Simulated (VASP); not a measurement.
# Ir (P6_3/mmc) in VASP: notebook, part 2 of 2

VASP 6.6.1.

### Step 3. Single point, LDA

This run uses another cell than the first one, of 14.60 Å³/atom, 1.009 times its volume.

Input file INCAR:

```
  PREC = Accurate
  ENCUT = 500
  EDIFF = 1E-6
  ISMEAR = 0
  SIGMA = 0.15
  LREAL = F
  LASPH = T
  NELM = 120
  ALGO = Normal
  ISIF = 2
  LWAVE = F
  LCHARG = F
  GGA = CA
  NBANDS = 16
  GGA_COMPAT = F
```

Input file KPOINTS:

```
regular mesh
0
Gamma
  18 18 10
```

Input file POSCAR:

```
Ir
1.0
    2.7052686553      0.0000000000      0.0000000000
   -1.3526343277      2.3428313795      0.0000000000
    0.0000000000      0.0000000000      4.6056000000
Ir
2
Direct
    0.6666666667      0.3333333333      0.7500000000
    0.3333333333      0.6666666667      0.2500000000
```

Potentials or basis: VASP PAW LDA potentials, release 64 (Ir).

The run is started by

```bash
$ cat potpaw_LDA.64/Ir/POTCAR > POTCAR
$ mpirun -np 1 vasp_std > vasp.out
```

OUTCAR:

```text
PREC = Accurate
   ENCUT = 500
   EDIFF = 1E-6
   ISMEAR = 0
   LREAL = F
   LASPH = T
   NELM = 120
   ISIF = 2
   GGA = CA

 ion  position               nearest neighbor table
   1  0.667  0.333  0.750-   2 2.78   2 2.78   2 2.78   2 2.78   2 2.78   2 2.78
   2  0.333  0.667  0.250-   1 2.78   1 2.78   1 2.78   1 2.78   1 2.78   1 2.78

  LATTYP: Found a hexagonal cell.
 ALAT       =     2.7052686553
 C/A-ratio  =     1.7024556844

  Lattice vectors:

 A1 = (   2.7052686553,   0.0000000000,   0.0000000000)
 A2 = (  -1.3526343277,   2.3428313795,   0.0000000000)
 A3 = (   0.0000000000,   0.0000000000,   4.6056000000)

Analysis of symmetry for initial positions (statically):
=====================================================================
 Subroutine PRICEL returns:
 Original cell was already a primitive cell.

 Routine SETGRP: Setting up the symmetry group for a
 hexagonal supercell.

 Subroutine GETGRP returns: Found 24 space group operations
 (whereof 12 operations were pure point group operations)
 out of a pool of 24 trial point group operations.

[... 164 lines left out ...]

 E-fermi :   9.8177     XC(G=0): -13.9576

 val. band max:        9.8079835956   @ k =   0.2778   0.0556   0.5000
 cond. band min:       9.8228223651   @ k =   0.2778   0.1667   0.4000
 fundamental gap:      0.0148387696
 Fermi energy:         9.8176535507

 k-point     1 :       0.0000    0.0000    0.0000
  band No.  band energies     occupation
      1      -1.0055      2.00000
      2       1.8660      2.00000
      3       5.6259      2.00000
      4       6.2009      2.00000
      5       6.2009      2.00000
      6       6.7224      2.00000
[... 433 lines left out ...]
      3       3.3852      2.00000
      4       6.0199      2.00000
      5       6.1463      2.00000
      6       6.3386      2.00000
[... 8 lines left out ...]
     15      20.0375      0.00000
     16      23.0324      0.00000

 [... further k-points ...]

------------------------ aborting loop because EDIFF is reached ----------------------------------------

  FORCE on cell =-STRESS in cart. coord.  units (eV):
  Direction    XX          YY          ZZ          XY          YZ          ZX
  --------------------------------------------------------------------------------------
  -------------------------------------------------------------------------------------
  Total       -1.6586091     -1.6586091     -4.5884810      0.0000000      0.0000000      0.0000000
  in kB      -91.0368004    -91.0368004   -251.8499511      0.0000000      0.0000000      0.0000000
  external PRESSURE =    -144.6411840 kB  Pullay stress =       0.0000000 kB

 VOLUME and BASIS-vectors are now :
 -----------------------------------------------------------------------------
  energy-cutoff  :      500.00
  volume of cell :       29.19
      direct lattice vectors                 reciprocal lattice vectors
     2.705268655  0.000000000  0.000000000     0.369649054  0.213416981  0.000000000
    -1.352634328  2.342831380  0.000000000     0.000000000  0.426833962  0.000000000
     0.000000000  0.000000000  4.605600000     0.000000000  0.000000000  0.217126976

 POSITION                                       TOTAL-FORCE (eV/Angst)
 -----------------------------------------------------------------------------------
      1.35263      0.78094      3.45420        -0.000000      0.000000      0.000000
     -0.00000      1.56189      1.15140         0.000000     -0.000000      0.000000
 -----------------------------------------------------------------------------------
    total drift:                                0.000000     -0.000000     -0.000000

  FREE ENERGIE OF THE ION-ELECTRON SYSTEM (eV)
  ---------------------------------------------------
  free  energy   TOTEN  =       -20.4014969892 eV

  energy  without entropy=      -20.3744532473  energy(sigma->0) =      -20.38797512
```

It took 76 s on 1 thread of Intel Xeon 6975P-C, shared host; peak memory 0.2 GiB.

Results:

```yaml
Free_energy: -20.4015 eV
Pressure: -14.5 GPa
Band_gap_on_the_k_mesh: zero (band 9 reaches 11.04 eV, above the bottom of band 10 at 7.58 eV)
```

Levels at points of the mesh, in eV from the Fermi level:
```
           k point  band 7  band 8  band 9  band 10  band 11  band 12
(0.00, 0.00, 0.00)   -3.10   -1.82   -1.82    -1.08     0.36     0.36
(0.50, 0.00, 0.00)   -3.04    0.78    1.05     1.35     3.02     4.53
(0.00, 0.00, 0.50)   -3.64   -3.64   -0.37    -0.37    -0.37    -0.37
(0.50, 0.00, 0.50)   -0.81   -0.81    1.22     1.22     2.04     2.04
```

Caveat: spin-orbit coupling is left out, which moves the levels of the heavy elements.

### Step 4. Single point, LDA

This run uses another cell than the first one, of 14.64 Å³/atom, 1.012 times its volume.

Input file INCAR:

```
PREC = Accurate
ENCUT = 500
EDIFF = 1E-6
ISMEAR = 0
SIGMA = 0.15
LREAL = F
LASPH = T
NELM = 120
ALGO = Normal
ISIF = 2
LWAVE = F
LCHARG = F
GGA = CA
NBANDS = 16
GGA_COMPAT = F
```

KPOINTS is that of step 3.

Changes to POSCAR since step 3:

```diff
@@ -4,3 +4,3 @@
    -1.3526343277      2.3428313795      0.0000000000
-    0.0000000000      0.0000000000      4.6056000000
+    0.0000000000      0.0000000000      4.6202000000
 Ir
```

The run is started by

```bash
$ cat potpaw_LDA.64/Ir/POTCAR > POTCAR
$ mpirun -np 1 vasp_std > vasp.out
```

It took 68 s on 1 thread of Intel Xeon 6975P-C, shared host; peak memory 0.2 GiB.

It converged, with:

```yaml
Free_energy: -20.3866 eV
Pressure: -15.4 GPa
Band_gap_on_the_k_mesh: zero (band 9 reaches 10.99 eV, above the bottom of band 10 at 7.54 eV)
```

Stress tensor (GPa, compression positive):
```
 -9.73   0.00   0.00
  0.00  -9.73   0.00
  0.00   0.00 -26.59
```

Levels at points of the mesh, in eV from the Fermi level:
| k point | band 7 | band 8 | band 9 | band 10 | band 11 | band 12 |
| --- | --- | --- | --- | --- | --- | --- |
| (0.00, 0.00, 0.00) | -3.08 | -1.78 | -1.78 | -1.09 | 0.36 | 0.36 |
| (0.50, 0.00, 0.00) | -3.01 | 0.77 | 1.07 | 1.36 | 3.02 | 4.52 |
| (0.00, 0.00, 0.50) | -3.61 | -3.61 | -0.36 | -0.36 | -0.36 | -0.36 |
| (0.50, 0.00, 0.50) | -0.79 | -0.79 | 1.24 | 1.24 | 2.03 | 2.03 |

Caveat: spin-orbit coupling is left out, which moves the levels of the heavy elements.

### Step 5. Single point, LDA

This run uses another cell than the first one, of 14.72 Å³/atom, 1.018 times its volume.

Input file INCAR:

```
SYSTEM = Ir
  ALGO = Normal
  EDIFF = 1E-6
  ENCUT = 500
  GGA_COMPAT = .FALSE.
  ISIF = 2
  ISMEAR = 0
  LASPH = .TRUE.
  LCHARG = .TRUE.
  LELF = .TRUE.
  LREAL = .FALSE.
  LVHAR = .TRUE.
  LWAVE = .FALSE.
  NBANDS = 16
  NELM = 120
  PREC = Accurate
  SIGMA = 0.15
```

Input file KPOINTS:

```
k-points
0
G
  18 18 10
  0 0 0
```

Input file POSCAR:

```
Ir
1.0
    2.8315000000      0.0000000000      0.0000000000
   -1.4157500000      2.4521509308      0.0000000000
    0.0000000000      0.0000000000      4.2400000000
Ir
2
Direct
    0.6666666667      0.3333333333      0.7500000000
    0.3333333333      0.6666666667      0.2500000000
```

The run is started by

```bash
$ cat potpaw_LDA.64/Ir/POTCAR > POTCAR
$ mpirun -np 1 vasp_std > vasp.out
```

It used 51 s of CPU time on 1 thread of Intel Xeon 6975P-C, with other jobs on the host.

It converged, with:

```yaml
Free_energy: -20.3101 eV
Pressure: -14.9 GPa
Band_gap_on_the_k_mesh: zero (band 9 reaches 10.49 eV, above the bottom of band 10 at 7.63 eV)
```

Stress tensor (GPa, compression positive):
```
-22.23   0.00   0.00
  0.00 -22.23   0.00
  0.00   0.00  -0.33
```

Levels at points of the mesh, in eV from the Fermi level:
```
           k point  band 5  band 6  band 7  band 8  band 9  band 10  band 11  band 12  band 13  band 14
(0.00, 0.00, 0.00)   -3.03   -2.96   -2.96   -2.94   -2.94     0.11     0.19     0.19     7.75    13.88
(0.50, 0.00, 0.00)   -3.60   -3.01   -2.39    0.10    0.70     1.21     2.50     3.74     8.40    10.29
(0.00, 0.00, 0.50)   -4.10   -4.10   -3.90   -3.90   -0.43    -0.43    -0.43    -0.43    13.56    13.56
(0.50, 0.00, 0.50)   -2.41   -2.41   -0.99   -0.99    0.48     0.48     1.84     1.84     7.13     7.13
```

Caveat: spin-orbit coupling is left out, which moves the levels of the heavy elements.

### Step 6. Summary

```csv
cell,gap on the mesh (eV),pressure (GPa)
"a = 2.759, b = 2.759, c = 4.386 Å, angles 90.0, 90.0, 120.0°, 2 atoms",none,-11.9
"a = 2.705, b = 2.705, c = 4.606 Å, angles 90.0, 90.0, 120.0°, 2 atoms",none,-14.5
"a = 2.705, b = 2.705, c = 4.620 Å, angles 90.0, 90.0, 120.0°, 2 atoms",none,-15.4
"a = 2.832, b = 2.831, c = 4.240 Å, angles 90.0, 90.0, 120.0°, 2 atoms",none,-14.9
```

Alike in all rows: task single point; level LDA; potentials or basis VASP PAW LDA potentials, release 64 (Ir); no spin polarisation; k mesh 18 × 18 × 10; cutoff (eV) 500; smearing gaussian 0.15 eV.

Caveats: spin-orbit coupling is left out, which moves the levels of the heavy elements.

Absolute energies hang on the potentials; compare differences alone.
